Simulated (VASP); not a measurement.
# Cu (Fm-3m) in VASP: notebook

Aim: see how the results for Cu move with the level of theory and the settings. Levels: LDA, PBEsol, PBE. Tasks: electric field gradients.

Everything below comes from runs of VASP 6.6.1. Logs are shortened: lines on timing, memory, paths and dates and some standing lists are left out, and cuts for length are marked.

**1. The cell of the first run**

It takes space group Fm-3m (No. 225, cubic). The conventional cell has a = 3.577 Å, b = 3.577 Å, c = 3.577 Å, α = 90.00°, β = 90.00°, γ = 90.00°. Cu (site symmetry m-3m) has 12 Cu at 2.53 Å within 3.3 Å.

**2. Electric field gradients, LDA**

The input, INCAR:

```
SYSTEM = Cu
ALGO = Normal
EDIFF = 1E-8
ENCUT = 520
ISIF = 2
ISMEAR = -1
LASPH = .TRUE.
LCHARG = .FALSE.
LEFG = .TRUE.
LREAL = .FALSE.
LWAVE = .FALSE.
NBANDS = 12
NELM = 80
PREC = Accurate
SIGMA = 0.05
```

The input, KPOINTS:

```
k-points
0
G
  17 17 17
  0 0 0
```

The input, POSCAR:

```
Cu
1.0
    0.0000000000      1.7887153358      1.7887153358
    1.7887153358      0.0000000000      1.7887153358
    1.7887153358      1.7887153358      0.0000000000
Cu
1
Direct
    0.0000000000      0.0000000000      0.0000000000
```

Potentials or basis: VASP PAW LDA potentials, release 64 (Cu).

On the command line:

```console
$ cat potpaw_LDA.64/Cu/POTCAR > POTCAR
$ mpirun -np 1 vasp_std > vasp.out
```

OUTCAR:

```text
SYSTEM = Cu
   EDIFF = 1E-8
   ENCUT = 520
   ISIF = 2
   ISMEAR = -1
   LASPH = .TRUE.
   LREAL = .FALSE.
   NELM = 80
   PREC = Accurate

 ion  position               nearest neighbor table
   1  0.000  0.000  0.000-

  LATTYP: Found a face centered cubic cell.
 ALAT       =     3.5774306716

  Lattice vectors:

 A1 = (   0.0000000000,   1.7887153358,   1.7887153358)
 A2 = (   1.7887153358,   0.0000000000,   1.7887153358)
 A3 = (   1.7887153358,   1.7887153358,   0.0000000000)

Analysis of symmetry for initial positions (statically):
=====================================================================
 Subroutine PRICEL returns:
 Original cell was already a primitive cell.

 Routine SETGRP: Setting up the symmetry group for a
 face centered cubic supercell.

 Subroutine GETGRP returns: Found 48 space group operations
 (whereof 48 operations were pure point group operations)
 out of a pool of 48 trial point group operations.

The static configuration has the point symmetry O_h .

Analysis of symmetry for dynamics (positions and initial velocities):
=====================================================================
 Subroutine PRICEL returns:
 Original cell was already a primitive cell.

 Routine SETGRP: Setting up the symmetry group for a
 face centered cubic supercell.

 Subroutine GETGRP returns: Found 48 space group operations
 (whereof 48 operations were pure point group operations)
 out of a pool of 48 trial point group operations.

The dynamic configuration has the point symmetry O_h .

 Subroutine INISYM returns: Found 48 space group operations
 (whereof 48 operations are pure point group operations),
 and found     1 'primitive' translations

----------------------------------------------------------------------------------------

                                     Primitive cell

  volume of cell :      11.4460

  direct lattice vectors                    reciprocal lattice vectors
     0.000000000  1.788715336  1.788715336    -0.279530225  0.279530225  0.279530225
     1.788715336  0.000000000  1.788715336     0.279530225 -0.279530225  0.279530225
     1.788715336  1.788715336  0.000000000     0.279530225  0.279530225 -0.279530225

  length of vectors
     2.529625487  2.529625487  2.529625487     0.484160552  0.484160552  0.484160552

  position of ions in fractional coordinates (direct lattice)
     0.000000000  0.000000000  0.000000000

  ion indices of the primitive-cell ions
   primitive index   ion index
                 1           1

----------------------------------------------------------------------------------------

 KPOINTS: k-points

Automatic generation of k-mesh.
 Grid dimensions read from file:
 generate k-points for:   17   17   17

 Generating k-lattice:

  Cartesian coordinates                     Fractional coordinates (reciprocal lattice)
    -0.016442954  0.016442954  0.016442954     0.058823529  0.000000000  0.000000000
     0.016442954 -0.016442954  0.016442954     0.000000000  0.058823529  0.000000000
     0.016442954  0.016442954 -0.016442954     0.000000000  0.000000000  0.058823529

  Length of vectors
     0.028480032  0.028480032  0.028480032

  Shift w.r.t. Gamma in fractional coordinates (k-lattice)
     0.000000000  0.000000000  0.000000000

 Subroutine IBZKPT returns following result:
 ===========================================

 Found    165 irreducible k-points:

 Following reciprocal coordinates:
            Coordinates               Weight
  0.000000  0.000000  0.000000      1.000000
  0.058824  0.000000  0.000000      8.000000
  0.117647  0.000000  0.000000      8.000000
  0.176471  0.000000  0.000000      8.000000
  0.235294  0.000000  0.000000      8.000000
  0.294118  0.000000  0.000000      8.000000
[... 16 lines left out ...]
 -0.176471  0.058824  0.000000     24.000000
 -0.117647  0.058824  0.000000     24.000000
 [... further k-points ...]
   k-points           NKPTS =    165   k-points in BZ     NKDIM =    165   number of bands    NBANDS=     12
   number of dos      NEDOS =    301   number of ions     NIONS =      1
   total plane-waves  NPLWV =   8000
   dimension x,y,z NGX =    20 NGY =   20 NGZ =   20
   dimension x,y,z NGXF=    40 NGYF=   40 NGZF=   40
   ions per type =               1
   NGX,Y,Z   is equivalent  to a cutoff of  13.14, 13.14, 13.14 a.u.
   NGXF,Y,Z  is equivalent  to a cutoff of  26.29, 26.29, 26.29 a.u.
 SYSTEM =  Cu
   PREC   = accura    normal or accurate (medium, high low for compatibility)
   ISTART =      0    job   : 0-new  1-cont  2-samecut
   ICHARG =      2    charge: 1-file 2-atom 10-const
   ISPIN  =      1    spin polarized calculation?
   LNONCOLLINEAR =      F non collinear calculations
   LSORBIT =      F    spin-orbit coupling
   LASPH  =      T    aspherical Exc in radial PAW
   ENCUT  =  520.0 eV  38.22 Ry    6.18 a.u.   4.70  4.70  4.70*2*pi/ulx,y,z
   NELM   =     80;   NELMIN=  2; NELMDL= -5     # of ELM steps
   EDIFF  = 0.1E-07   stopping-criterion for ELM
   LREAL  =      F    real-space projection
   EDIFFG = 0.1E-06   stopping-criterion for IOM
   NSW    =      0    number of steps for IOM
   IBRION =     -1    ionic relax: 0-MD 1-quasi-New 2-CG
   NFREE  =      0    steps in history (QN), initial steepest desc. (CG)
   ISIF   =      2    stress and relaxation
   ISYM   =      2    0-nonsym 1-usesym 2-fastsym
   POTIM  = 0.5000    time-step for ionic-motion
   TEBEG  =    0.0;   TEEND  =   0.0 temperature during run
   PSTRESS=    0.0 pullay stress
   NELECT =      11.0000    total number of electrons
   NUPDOWN=      -1.0000    fix difference up-down
   EMIN   =  10.00;   EMAX   =-10.00  energy-range for DOS
   EFERMI =   0.00;   METHOD = LEGACY
   ISMEAR =    -1;   SIGMA  =   0.05  broadening in eV -4-tet -1-fermi 0-gaus
   EFERMI_NEDOS =   21; number of points for ismear=-14 and -15
   IALGO  =     38    algorithm
   IMIX   =      4    mixing-type and parameters
     AMIX     =   0.40;   BMIX     =  1.00
     AMIX_MAG =   1.60;   BMIX_MAG =  1.00
  volume/ion in A,a.u.               =      11.45        77.24
  Fermi-wavevector in a.u.,A,eV,Ry     =   1.615553  3.052952 35.511355  2.610011
  Thomas-Fermi vector in A             =   2.710282
   LORBIT       =      0    0 simple, 1 ext, 2 COOP (PROOUT), +10 PAW based schemes
   GGA     = CA    functional components
   LHFCALC =     F    Hartree Fock is set to
   AEXX    =    0.0000 exact exchange contribution
   IVDW    =     0    specifies the selected vdW correction
   LEPSILON=     F    determine dielectric tensor
   LRPA    =     F    only Hartree local field effects (RPA)
 non-spin polarized calculation
  energy-cutoff  :      520.00
  volume of cell :       11.45
 maximum number of plane-waves:       331
   NGX =  9   NGY =  9   NGZ =  9

 number of electron      11.0000012 magnetization

 Free energy of the ion-electron system (eV)
  ---------------------------------------------------
  ext. energy  EPLUGINS =         0.00000000
  ---------------------------------------------------
  free energy    TOTEN  =        -4.69555465 eV

  energy without entropy =       -4.69307803  energy(sigma->0) =       -4.69431634

 E-fermi :   7.8048     XC(G=0): -13.2875

 val. band max:        7.6808632673   @ k =  -0.4118   0.1176   0.0000
 cond. band min:       7.8450409385   @ k =  -0.3529   0.1765   0.0000
 fundamental gap:      0.1641776712
 Fermi energy:         7.8048258746

 k-point     1 :       0.0000    0.0000    0.0000
  band No.  band energies     occupation
      1      -1.8522      2.00000
      2       4.5577      2.00000
      3       4.5577      2.00000
      4       4.5577      2.00000
      5       5.4366      2.00000
      6       5.4366      2.00000
      7      30.6701      0.00000
      8      33.3806      0.00000
      9      33.3806      0.00000
     10      33.3806      0.00000
     11      35.9408      0.00000
     12      35.9408      0.00000

 k-point     2 :       0.0588    0.0000    0.0000
  band No.  band energies     occupation
      1      -1.7233      2.00000
      2       4.5296      2.00000
      3       4.5830      2.00000
      4       4.5830      2.00000
      5       5.4266      2.00000
      6       5.4266      2.00000
      7      29.9362      0.00000
      8      31.9289      0.00000
      9      32.9799      0.00000
     10      32.9799      0.00000
     11      36.5207      0.00000
     12      36.5207      0.00000
[... 316 lines left out ...]
 k-point    24 :      -0.1176    0.0588    0.0000
  band No.  band energies     occupation
      1      -1.0495      2.00000
      2       4.3875      2.00000
      3       4.6952      2.00000
      4       4.6998      2.00000
      5       5.3243      2.00000
      6       5.4751      2.00000
      7      26.3098      0.00000
      8      28.8835      0.00000
      9      32.5030      0.00000
     10      33.8425      0.00000
     11      36.4519      0.00000
     12      36.8830      0.00000

 [... further k-points ...]

------------------------ aborting loop because EDIFF is reached ----------------------------------------

  FORCE on cell =-STRESS in cart. coord.  units (eV):
  Direction    XX          YY          ZZ          XY          YZ          ZX
  --------------------------------------------------------------------------------------
  -------------------------------------------------------------------------------------
  Total       -0.5496724     -0.5496724     -0.5496724     -0.0000000      0.0000000      0.0000000
  in kB      -76.9415318    -76.9415318    -76.9415318     -0.0000000      0.0000000      0.0000000
  external PRESSURE =     -76.9415318 kB  Pullay stress =       0.0000000 kB

 VOLUME and BASIS-vectors are now :
 -----------------------------------------------------------------------------
  energy-cutoff  :      520.00
  volume of cell :       11.45
      direct lattice vectors                 reciprocal lattice vectors
     0.000000000  1.788715336  1.788715336    -0.279530225  0.279530225  0.279530225
     1.788715336  0.000000000  1.788715336     0.279530225 -0.279530225  0.279530225
     1.788715336  1.788715336  0.000000000     0.279530225  0.279530225 -0.279530225

 POSITION                                       TOTAL-FORCE (eV/Angst)
 -----------------------------------------------------------------------------------
      0.00000      0.00000      0.00000         0.000000     -0.000000      0.000000
 -----------------------------------------------------------------------------------
    total drift:                                0.000000      0.000000      0.000000

  FREE ENERGIE OF THE ION-ELECTRON SYSTEM (eV)
  ---------------------------------------------------
  free  energy   TOTEN  =        -4.6955546504 eV

  energy  without entropy=       -4.6930780311  energy(sigma->0) =       -4.69431634

 Electric field gradients (V/A^2)
---------------------------------------------------------------------
 ion       V_xx      V_yy      V_zz      V_xy      V_xz      V_yz
---------------------------------------------------------------------
   1      -0.000    -0.000     0.000     0.002     0.002     0.002
---------------------------------------------------------------------

 Electric field gradients after diagonalization (V/A^2)
 (convention: |V_zz| > |V_xx| > |V_yy|)
----------------------------------------------------------------------
 ion       V_xx      V_yy      V_zz     asymmetry (V_yy - V_xx)/ V_zz
----------------------------------------------------------------------
   1      -0.002    -0.002     0.005       0.000
----------------------------------------------------------------------

           NMR quadrupolar parameters

 Cq : quadrupolar parameter    Cq=e*Q*V_zz/h
 eta: asymmetry parameters     (V_yy - V_xx)/ V_zz
 Q  : nuclear electric quadrupole moment in mb (millibarn)
----------------------------------------------------------------------
 ion       Cq(MHz)       eta       Q (mb)
----------------------------------------------------------------------
   1       0.000       0.000       1.000
----------------------------------------------------------------------
```

Wall time 15 s (1 thread of Intel Xeon 6975P-C, shared host); peak memory 0.13 GiB.

Results:

```yaml
Free_energy: -4.6956 eV
Pressure: -7.7 GPa
```

Caveat: without QUAD_EFG the Cq values of the log hold for a quadrupole moment of 1 mb, not for the nuclei.

[end of part 1 of 2]
